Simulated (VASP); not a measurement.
# TaN in VASP: further runs

The runs below take TaN through single point, relaxation of cell and atoms, with PBE.

All numbers are computed with VASP 6.6.1; they aren't measurements. Logs are shortened: lines on timing, memory, paths and dates and some standing lists are left out, and cuts for length are marked.

**1. The cell of the first run**

The structure is hexagonal, space group P-6m2 (No. 187). The conventional cell has a = 2.950 Å, b = 2.950 Å, c = 2.898 Å, α = 90.00°, β = 90.00°, γ = 120.00°. N (site symmetry -6m2) has 6 Ta at 2.24 Å and 8 N at 2.90 to 2.95 Å within 3.0 Å. Within 3.0 Å of Ta (site symmetry -6m2) lie 6 N at 2.24 Å and 8 Ta at 2.90 to 2.95 Å.

**2. Single point, PBE**

File INCAR:

```
PREC     = Accurate       # precision mode
ENCUT    = 520            # plane-wave cutoff, eV
EDIFF    = 1E-7           # SCF threshold, eV
ISMEAR   = -1             # smearing method
SIGMA    = 0.02           # smearing width, eV
LREAL    = False          # projectors in reciprocal space
LASPH    = True           # aspherical terms in the spheres
NELM     = 80             # most SCF steps
ALGO     = Normal         # electronic algorithm
ISIF     = 2              # what is computed and relaxed
LWAVE    = False          # write WAVECAR
LCHARG   = True           # write CHGCAR
GGA      = PE             # functional
LELF     = True           # ELF
LVHAR    = True         
NBANDS   = 15             # bands
```

File KPOINTS:

```
Automatic mesh
0
Gamma
  12 12 10
```

File POSCAR:

```
TaN
1.0
    1.4751459253      2.5550276990      0.0000000000
   -1.4751459321      2.5550276951      0.0000000000
    0.0000000000      0.0000000000      2.8975499422
N Ta
1 1
Direct
    0.0000000000      0.0000000000      0.0000000000
    0.3333333333      0.3333333333      0.5000000000
```

Potentials or basis: VASP PAW PBE potentials, release 64 (N, Ta_pv).

Command:

```
$ cat potpaw_PBE.64/N/POTCAR potpaw_PBE.64/Ta_pv/POTCAR > POTCAR
$ mpirun -np 1 vasp_std > vasp.out
```

OUTCAR:

```text
PREC = Accurate
   ENCUT = 520
   EDIFF = 1E-7
   ISMEAR = -1
   LREAL = False
   LASPH = True
   NELM = 80
   ISIF = 2
   GGA = PE

 ion  position               nearest neighbor table
   1  0.000  0.000  0.000-   2 2.24   2 2.24   2 2.24   2 2.24   2 2.24   2 2.24
   2  0.333  0.333  0.500-   1 2.24   1 2.24   1 2.24   1 2.24   1 2.24   1 2.24

  LATTYP: Found a hexagonal cell.
 ALAT       =     2.9502918574
 C/A-ratio  =     0.9821231533

  Lattice vectors:

 A1 = (   1.4751459321,  -2.5550276951,   0.0000000000)
 A2 = (   1.4751459253,   2.5550276990,   0.0000000000)
 A3 = (   0.0000000000,   0.0000000000,   2.8975499422)

Analysis of symmetry for initial positions (statically):
=====================================================================
 Subroutine PRICEL returns:
 Original cell was already a primitive cell.

 Routine SETGRP: Setting up the symmetry group for a
 hexagonal supercell.

 Subroutine GETGRP returns: Found 12 space group operations
 (whereof 12 operations were pure point group operations)
 out of a pool of 24 trial point group operations.

The static configuration has the point symmetry D_3h.

Analysis of symmetry for dynamics (positions and initial velocities):
=====================================================================
 Subroutine PRICEL returns:
 Original cell was already a primitive cell.

 Routine SETGRP: Setting up the symmetry group for a
 hexagonal supercell.

 Subroutine GETGRP returns: Found 12 space group operations
 (whereof 12 operations were pure point group operations)
 out of a pool of 24 trial point group operations.

The dynamic configuration has the point symmetry D_3h.

 Subroutine INISYM returns: Found 12 space group operations
 (whereof 12 operations are pure point group operations),
 and found     1 'primitive' translations

----------------------------------------------------------------------------------------

                                     Primitive cell

  volume of cell :      21.8420

  direct lattice vectors                    reciprocal lattice vectors
     1.475145925  2.555027699  0.000000000     0.338949517  0.195692595  0.000000000
    -1.475145932  2.555027695  0.000000000    -0.338949517  0.195692594  0.000000000
     0.000000000  0.000000000  2.897549942     0.000000000  0.000000000  0.345119159

  length of vectors
     2.950291857  2.950291857  2.897549942     0.391385190  0.391385190  0.345119159

  position of ions in fractional coordinates (direct lattice)
     0.000000000  0.000000000  0.000000000
     0.333333333  0.333333333  0.500000000

  ion indices of the primitive-cell ions
   primitive index   ion index
                 1           1
                 2           2

----------------------------------------------------------------------------------------

 KPOINTS: Automatic mesh

Automatic generation of k-mesh.
 Grid dimensions read from file:
 generate k-points for:   12   12   10

 Generating k-lattice:

  Cartesian coordinates                     Fractional coordinates (reciprocal lattice)
     0.028245793  0.016307716  0.000000000     0.083333333  0.000000000  0.000000000
    -0.028245793  0.016307716  0.000000000    -0.000000000  0.083333333  0.000000000
     0.000000000  0.000000000  0.034511916     0.000000000  0.000000000  0.100000000

  Length of vectors
     0.032615432  0.032615432  0.034511916

  Shift w.r.t. Gamma in fractional coordinates (k-lattice)
     0.000000000  0.000000000  0.000000000

 Subroutine IBZKPT returns following result:
 ===========================================

 Found    114 irreducible k-points:

 Following reciprocal coordinates:
            Coordinates               Weight
  0.000000  0.000000  0.000000      1.000000
  0.083333  0.000000  0.000000      6.000000
  0.166667 -0.000000  0.000000      6.000000
  0.250000  0.000000  0.000000      6.000000
  0.333333 -0.000000  0.000000      6.000000
  0.416667 -0.000000  0.000000      6.000000
[... 16 lines left out ...]
  0.250000  0.000000  0.100000     12.000000
  0.333333 -0.000000  0.100000     12.000000
 [... further k-points ...]
   k-points           NKPTS =    114   k-points in BZ     NKDIM =    114   number of bands    NBANDS=     15
   number of dos      NEDOS =    301   number of ions     NIONS =      2
   total plane-waves  NPLWV =  13824
   dimension x,y,z NGX =    24 NGY =   24 NGZ =   24
   dimension x,y,z NGXF=    48 NGYF=   48 NGZF=   48
   ions per type =               1   1
   NGX,Y,Z   is equivalent  to a cutoff of  13.52, 13.52, 13.77 a.u.
   NGXF,Y,Z  is equivalent  to a cutoff of  27.05, 27.05, 27.54 a.u.
 SYSTEM =  unknown system
   PREC   = accura    normal or accurate (medium, high low for compatibility)
   ISTART =      0    job   : 0-new  1-cont  2-samecut
   ICHARG =      2    charge: 1-file 2-atom 10-const
   ISPIN  =      1    spin polarized calculation?
   LNONCOLLINEAR =      F non collinear calculations
   LSORBIT =      F    spin-orbit coupling
   LASPH  =      T    aspherical Exc in radial PAW
   ENCUT  =  520.0 eV  38.22 Ry    6.18 a.u.   5.49  5.49  5.39*2*pi/ulx,y,z
   NELM   =     80;   NELMIN=  2; NELMDL= -5     # of ELM steps
   EDIFF  = 0.1E-06   stopping-criterion for ELM
   LREAL  =      F    real-space projection
   EDIFFG = 0.1E-05   stopping-criterion for IOM
   NSW    =      0    number of steps for IOM
   IBRION =     -1    ionic relax: 0-MD 1-quasi-New 2-CG
   NFREE  =      0    steps in history (QN), initial steepest desc. (CG)
   ISIF   =      2    stress and relaxation
   ISYM   =      2    0-nonsym 1-usesym 2-fastsym
   POTIM  = 0.5000    time-step for ionic-motion
   TEBEG  =    0.0;   TEEND  =   0.0 temperature during run
   PSTRESS=    0.0 pullay stress
   NELECT =      16.0000    total number of electrons
   NUPDOWN=      -1.0000    fix difference up-down
   EMIN   =  10.00;   EMAX   =-10.00  energy-range for DOS
   EFERMI =   0.00;   METHOD = LEGACY
   ISMEAR =    -1;   SIGMA  =   0.02  broadening in eV -4-tet -1-fermi 0-gaus
   EFERMI_NEDOS =   21; number of points for ismear=-14 and -15
   IALGO  =     38    algorithm
   IMIX   =      4    mixing-type and parameters
     AMIX     =   0.40;   BMIX     =  1.00
     AMIX_MAG =   1.60;   BMIX_MAG =  1.00
  volume/ion in A,a.u.               =      10.92        73.70
  Fermi-wavevector in a.u.,A,eV,Ry     =   1.475767  2.788794 29.631949  2.177887
  Thomas-Fermi vector in A             =   2.590375
   LORBIT       =      0    0 simple, 1 ext, 2 COOP (PROOUT), +10 PAW based schemes
   GGA     = PE    functional components
   LHFCALC =     F    Hartree Fock is set to
   AEXX    =    0.0000 exact exchange contribution
   IVDW    =     0    specifies the selected vdW correction
   LEPSILON=     F    determine dielectric tensor
   LRPA    =     F    only Hartree local field effects (RPA)
 non-spin polarized calculation
  energy-cutoff  :      520.00
  volume of cell :       21.84
 maximum number of plane-waves:       611
 NGX is ok and might be reduce to    24
   NGX = 11   NGY = 11   NGZ = 11

 number of electron      16.0000001 magnetization

 Free energy of the ion-electron system (eV)
  ---------------------------------------------------
  ext. energy  EPLUGINS =         0.00000000
  ---------------------------------------------------
  free energy    TOTEN  =       -22.44633860 eV

  energy without entropy =      -22.44624783  energy(sigma->0) =      -22.44629322

 E-fermi :   8.2192     XC(G=0): -13.2725

 val. band max:        8.1192319312   @ k =   0.0000   0.0000   0.4000
 cond. band min:       8.2386604065   @ k =  -0.3333   0.3333   0.0000
 fundamental gap:      0.1194284753
 Fermi energy:         8.2191987745

 k-point     1 :       0.0000    0.0000    0.0000
  band No.  band energies     occupation
      1     -26.7755      2.00000
      2     -26.5143      2.00000
      3     -26.5143      2.00000
      4      -9.5643      2.00000
      5       3.6156      2.00000
      6       3.6156      2.00000
      7       3.9649      2.00000
      8       5.1981      2.00000
      9      10.2318      0.00000
     10      11.6326      0.00000
     11      11.6326      0.00000
     12      12.0404      0.00000
     13      12.0404      0.00000
     14      21.1259      0.00000
     15      21.4694      0.00000

 k-point     2 :       0.0833    0.0000    0.0000
  band No.  band energies     occupation
      1     -26.7665      2.00000
      2     -26.5856      2.00000
      3     -26.5296      2.00000
      4      -9.4245      2.00000
      5       3.1889      2.00000
      6       3.7215      2.00000
      7       4.1633      2.00000
      8       4.9976      2.00000
      9      10.7350      0.00000
     10      11.3503      0.00000
     11      11.6563      0.00000
     12      11.9683      0.00000
     13      12.2274      0.00000
     14      21.1126      0.00000
     15      21.4626      0.00000

 k-point     3 :       0.1667   -0.0000    0.0000
  band No.  band energies     occupation
      1     -26.7759      2.00000
      2     -26.7418      2.00000
      3     -26.5710      2.00000
      4      -9.0387      2.00000
      5       2.2970      2.00000
      6       4.0028      2.00000
      7       4.5069      2.00000
      8       4.6115      2.00000
      9      10.6354      0.00000
     10      11.7682      0.00000
     11      11.7774      0.00000
     12      11.9905      0.00000
     13      12.6414      0.00000
     14      21.0923      0.00000
     15      21.4520      0.00000

 k-point     4 :       0.2500    0.0000    0.0000
  band No.  band energies     occupation
      1     -27.0263      2.00000
      2     -26.7080      2.00000
      3     -26.6269      2.00000
      4      -8.4978      2.00000
      5       1.3590      2.00000
      6       3.9320      2.00000
      7       4.3627      2.00000
      8       5.0388      2.00000
      9      10.2316      0.00000
     10      11.5298      0.00000
     11      12.0536      0.00000
     12      13.0143      0.00000
     13      13.2540      0.00000
     14      21.2204      0.00000
     15      21.4598      0.00000
[... 307 lines left out ...]
 k-point    22 :       0.1667   -0.0000    0.1000
  band No.  band energies     occupation
      1     -26.8326      2.00000
      2     -26.7617      2.00000
      3     -26.5633      2.00000
      4      -8.8758      2.00000
      5       2.3882      2.00000
      6       3.4791      2.00000
      7       4.0145      2.00000
      8       5.4866      2.00000
      9      10.4694      0.00000
     10      10.5704      0.00000
     11      11.8504      0.00000
     12      12.8266      0.00000
     13      13.1646      0.00000
     14      20.9654      0.00000
     15      21.4443      0.00000

 k-point    23 :       0.2500    0.0000    0.1000
  band No.  band energies     occupation
      1     -27.0163      2.00000
      2     -26.7893      2.00000
      3     -26.6189      2.00000
      4      -8.3801      2.00000
      5       1.4373      2.00000
      6       3.4054      2.00000
      7       4.2832      2.00000
      8       5.4612      2.00000
      9      10.3677      0.00000
     10      10.7405      0.00000
     11      12.3163      0.00000
     12      12.8956      0.00000
     13      14.1429      0.00000
     14      20.9490      0.00000
     15      21.4395      0.00000

 k-point    24 :       0.3333   -0.0000    0.1000
  band No.  band energies     occupation
      1     -27.2538      2.00000
      2     -26.7532      2.00000
      3     -26.6739      2.00000
      4      -7.8684      2.00000
      5       0.6437      2.00000
      6       3.1391      2.00000
      7       4.4919      2.00000
      8       5.4445      2.00000
      9      10.7188      0.00000
     10      11.0498      0.00000
     11      12.5786      0.00000
     12      13.0381      0.00000
     13      15.0619      0.00000
     14      21.1326      0.00000
     15      21.4510      0.00000

 [... further k-points ...]

------------------------ aborting loop because EDIFF is reached ----------------------------------------

  FORCE on cell =-STRESS in cart. coord.  units (eV):
  Direction    XX          YY          ZZ          XY          YZ          ZX
  --------------------------------------------------------------------------------------
  -------------------------------------------------------------------------------------
  Total        0.0826624      0.0826624      0.1051630     -0.0000000     -0.0000000      0.0000000
  in kB        6.0635484      6.0635484      7.7140401     -0.0000000     -0.0000000      0.0000000
  external PRESSURE =       6.6137123 kB  Pullay stress =       0.0000000 kB

 VOLUME and BASIS-vectors are now :
 -----------------------------------------------------------------------------
  energy-cutoff  :      520.00
  volume of cell :       21.84
      direct lattice vectors                 reciprocal lattice vectors
     1.475145925  2.555027699  0.000000000     0.338949517  0.195692595  0.000000000
    -1.475145932  2.555027695  0.000000000    -0.338949517  0.195692594  0.000000000
     0.000000000  0.000000000  2.897549942     0.000000000  0.000000000  0.345119159

 POSITION                                       TOTAL-FORCE (eV/Angst)
 -----------------------------------------------------------------------------------
      0.00000      0.00000      0.00000         0.000000      0.000000      0.000000
     -0.00000      1.70335      1.44877        -0.000000     -0.000000      0.000000
 -----------------------------------------------------------------------------------
    total drift:                                0.000000      0.000000      0.000000

  FREE ENERGIE OF THE ION-ELECTRON SYSTEM (eV)
  ---------------------------------------------------
  free  energy   TOTEN  =       -22.4463386045 eV

  energy  without entropy=      -22.4462478282  energy(sigma->0) =      -22.44629322
```

It took 27 s on 1 thread of AMD EPYC 7R13 (Zen 3), shared host; peak memory 0.14 GiB.

What came out:

- Free energy: -22.4463 eV
- Pressure: 0.7 GPa
- Band gap on the k mesh: zero (bands 8 and 9 overlap by 0.50 eV)

Stress tensor (GPa, compression positive):
```
0.61 0.00 0.00
0.00 0.61 0.00
0.00 0.00 0.77
```

Caveat: spin-orbit coupling is left out, which moves the levels of the heavy elements.

[end of part 1 of 2]
